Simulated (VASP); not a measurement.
# As2Se (I4_1/amd) in VASP: a series of runs, part 2 of 2

VASP 6.6.1. Earlier steps stand in the parts before.

## Step 5: Single point, PBE

This run uses another cell than the first one, of 3.27 Å³/atom, 0.153 times its volume.

INCAR reads:

```
PREC = Accurate ; ENCUT = 500
EDIFF = 1E-6 ; ISMEAR = 0
SIGMA = 0.1 ; LREAL = F
LASPH = T ; NELM = 120
ALGO = Normal ; ISIF = 2
LWAVE = F ; LCHARG = F
GGA = PE ; NBANDS = 25
GGA_COMPAT = F
```

KPOINTS reads:

```
Automatic mesh
0
Gamma
  8 8 8
```

POSCAR reads:

```
As2Se
1.0
   -1.8676868290      1.8676868290      1.4042087411
    1.8676868290     -1.8676868290      1.4042087411
    1.8676868290      1.8676868290     -1.4042087411
As Se
4 2
Direct
    0.8750000000      0.1250000000      0.7500000000
    0.3750000000      0.1250000000      0.2500000000
    0.8750000000      0.6250000000      0.7500000000
    0.8750000000      0.1250000000      0.2500000000
    0.5000000000      0.5000000000      0.0000000000
    0.2500000000      0.7500000000      0.5000000000
```

Potentials or basis: VASP PAW PBE potentials, release 64 (As, Se).

The run is started by

```bash
$ cat potpaw_PBE.64/As/POTCAR potpaw_PBE.64/Se/POTCAR > POTCAR
$ mpirun -np 1 vasp_std > vasp.out
```

OUTCAR:

```text
PREC = Accurate
   ENCUT = 500
   EDIFF = 1E-6
   ISMEAR = 0
   LREAL = F
   LASPH = T
   NELM = 120
   ISIF = 2
   GGA = PE

 ion  position               nearest neighbor table
   1  0.875  0.125  0.750-   5 1.41   6 1.41   4 1.50   4 1.50   3 1.50   3 1.50   2 1.87   2 1.87
                             6 1.99   5 1.99   6 2.12   5 2.12   6 2.12   5 2.12   2 2.34   2 2.34
   2  0.375  0.125  0.250-   5 1.41   6 1.41   3 1.50   4 1.50   4 1.50   3 1.50   1 1.87   1 1.87
                             5 1.99   6 1.99   5 2.12   6 2.12   6 2.12   5 2.12   1 2.34   1 2.34
   3  0.875  0.625  0.750-   5 1.41   6 1.41   1 1.50   2 1.50   1 1.50   2 1.50   4 1.87   4 1.87
                             6 1.99   5 1.99   5 2.12   6 2.12   5 2.12   6 2.12   4 2.34   4 2.34
   4  0.875  0.125  0.250-   6 1.41   5 1.41   2 1.50   1 1.50   1 1.50   2 1.50   3 1.87   3 1.87
[... 904 lines left out ...]
  in kB    80985.1977107  80985.1977107  99974.1261438      0.0000000     -0.0000000      0.0000000
  external PRESSURE =   87314.8405218 kB  Pullay stress =       0.0000000 kB

 VOLUME and BASIS-vectors are now :
 -----------------------------------------------------------------------------
  energy-cutoff  :      500.00
  volume of cell :       19.59
      direct lattice vectors                 reciprocal lattice vectors
    -1.867686829  1.867686829  1.404208741     0.000000000  0.267710835  0.356072417
     1.867686829 -1.867686829  1.404208741     0.267710835  0.000000000  0.356072417
     1.867686829  1.867686829 -1.404208741     0.267710835  0.267710835  0.000000000

 POSITION                                       TOTAL-FORCE (eV/Angst)
 -----------------------------------------------------------------------------------
      0.00000      2.80153      0.35105        -0.000000      0.000000      0.000000
      0.00000      0.93384      0.35105        -0.000000      0.000000      0.000000
      0.93384      1.86769      1.05316        -0.000000      0.000000      0.000000
     -0.93384      1.86769      1.05316        -0.000000      0.000000      0.000000
      0.00000      0.00000      1.40421         0.000000      0.000000      0.000000
      1.86769      0.00000      0.70210         0.000000     -0.000000     -0.000000
 -----------------------------------------------------------------------------------
    total drift:                                0.000000      0.000000     -0.000000

  FREE ENERGIE OF THE ION-ELECTRON SYSTEM (eV)
  ---------------------------------------------------
  free  energy   TOTEN  =       514.2653462149 eV

  energy  without entropy=      514.2791345900  energy(sigma->0) =      514.27224040
```

OSZICAR:

```text
N       E                     dE             d eps       ncg     rms          rms(c)
DAV:   1     0.661671188177E+03    0.66167E+03   -0.16804E+04  2950   0.125E+03
DAV:   2     0.455919779995E+03   -0.20575E+03   -0.19136E+03  3912   0.291E+02
DAV:   3     0.448808584534E+03   -0.71112E+01   -0.69437E+01  3831   0.490E+01
DAV:   4     0.448757898540E+03   -0.50686E-01   -0.50537E-01  3546   0.326E+00
DAV:   5     0.448757374091E+03   -0.52445E-03   -0.52412E-03  3818   0.228E-01    0.154E+02
DAV:   6     0.493783000199E+03    0.45026E+02   -0.14121E+01  3544   0.256E+01    0.957E+01
DAV:   7     0.513935613148E+03    0.20153E+02   -0.15941E+01  3663   0.279E+01    0.513E+00
DAV:   8     0.514245249894E+03    0.30964E+00   -0.10369E+00  3560   0.664E+00    0.344E+00
DAV:   9     0.514258801678E+03    0.13552E-01   -0.50915E-02  3689   0.152E+00    0.107E+00
DAV:  10     0.514264812779E+03    0.60111E-02   -0.18417E-03  3673   0.318E-01    0.203E-01
DAV:  11     0.514265300342E+03    0.48756E-03   -0.16102E-04  3713   0.983E-02    0.152E-01
DAV:  12     0.514265344758E+03    0.44416E-04   -0.17361E-05  3684   0.273E-02    0.247E-02
DAV:  13     0.514265347633E+03    0.28759E-05   -0.61744E-07  2443   0.552E-03    0.621E-03
DAV:  14     0.514265345954E+03   -0.16799E-05   -0.10813E-07  1867   0.243E-03    0.165E-03
DAV:  15     0.514265346215E+03    0.26127E-06   -0.88660E-09  1697   0.623E-04
   1 F= 0.51426535E+03 E0= 0.51427224E+03  d E =-.137884E-01
```

stdout:

```text
POSCAR found type information on POSCAR AsSe
 POSCAR found :  2 types and       6 ions
 scaLAPACK will be used
 LDA part: xc-table for (Slater+PW92), standard interpolation
 -----------------------------------------------------------------------------
|                                                                             |
|           W    W    AA    RRRRR   N    N  II  N    N   GGGG   !!!           |
|           W    W   A  A   R    R  NN   N  II  NN   N  G    G  !!!           |
|           W    W  A    A  R    R  N N  N  II  N N  N  G       !!!           |
|           W WW W  AAAAAA  RRRRR   N  N N  II  N  N N  G  GGG   !            |
|           WW  WW  A    A  R   R   N   NN  II  N   NN  G    G                |
|           W    W  A    A  R    R  N    N  II  N    N   GGGG   !!!           |
|                                                                             |
|     The distance between some ions is very small. Please check the          |
|     nearest-neighbor list in the OUTCAR file.                               |
|     I HOPE YOU KNOW WHAT YOU ARE DOING!                                     |
|                                                                             |
 -----------------------------------------------------------------------------

 POSCAR, INCAR and KPOINTS ok, starting setup
 FFT: planning ... GRIDC
 FFT: planning ... GRID_SOFT
 FFT: planning ... GRID
 WAVECAR not read
 entering main loop
```

Wall time 22 s (1 thread of Intel Xeon Platinum 8488C (Sapphire Rapids), shared host); peak memory 0.15 GiB.

The run converged, but its numbers aren't listed here, since they failed a check.

## Step 6: Overview

| task | level | potentials or basis | cell | cutoff (eV) | gap on the mesh (eV) | pressure (GPa) |
| --- | --- | --- | --- | --- | --- | --- |
| single point | r2SCAN+rVV10 | VASP PAW PBE potentials, release 64 (As, Se) | a = 5.592 Å, angles 102.7, 102.7, 124.1°, 6 atoms | 520 | none | 0.2 |
| single point | r2SCAN | VASP PAW PBE potentials, release 64 (As, Se) | a = 5.619 Å, angles 102.6, 102.6, 124.4°, 6 atoms | 520 | none | -0.1 |
| relaxation of cell and atoms | LDA | VASP PAW LDA potentials, release 64 (As, Se) | relaxed from a = 5.653 Å, angles 102.7, 102.7, 124.0°, 6 atoms | 600 | none | 0.0 |

Alike in all rows: no spin polarisation; k mesh 8 × 8 × 8; smearing gaussian 0.1 eV.

Caveats: the PAW data sets were made with another functional, which shifts forces and pressure a little (some runs).

Total energies depend on the potentials used, so only differences within one code and one set of settings carry meaning.
